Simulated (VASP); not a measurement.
Runs of VASP 6.6.1 on NbP (CsCl type). The structure is that of space group Pm-3m (No. 221), or close to it. The cells are those of the table. 

```tsv
task	cell	k mesh	k mesh for the DOS	occupations for the DOS	gap on the mesh (eV)	pressure (GPa)
single point	a = 2.694 Å, 2 atoms	13 × 13 × 13	-	-	none	(a)
single point	a = 2.826 Å, 2 atoms	13 × 13 × 13	-	-	none	99.7
single point	a = 3.057 Å, 2 atoms	13 × 13 × 13	-	-	none	10.5
single point	a = 2.946 Å, 2 atoms	16 × 16 × 16	-	-	none	43.3
single point	a = 2.946 Å, 2 atoms	13 × 13 × 13	-	-	none	(b)
single point	a = 2.548 Å, 2 atoms	13 × 13 × 13	-	-	none	382.3
```

Alike in all rows: level PBE; potentials or basis VASP PAW PBE potentials, release 64 (Nb_sv, P); no spin polarisation; cutoff (eV) 520; smearing fermi-dirac 0.1 eV.

Problem. Estimate the missing entries.

Solution. (a) 200.0; (b) 43.2.

A k mesh can miss the band edges, and the runs leave out spin-orbit coupling on Nb.

A gap of «none» marks levels without a gap at the run's occupations.
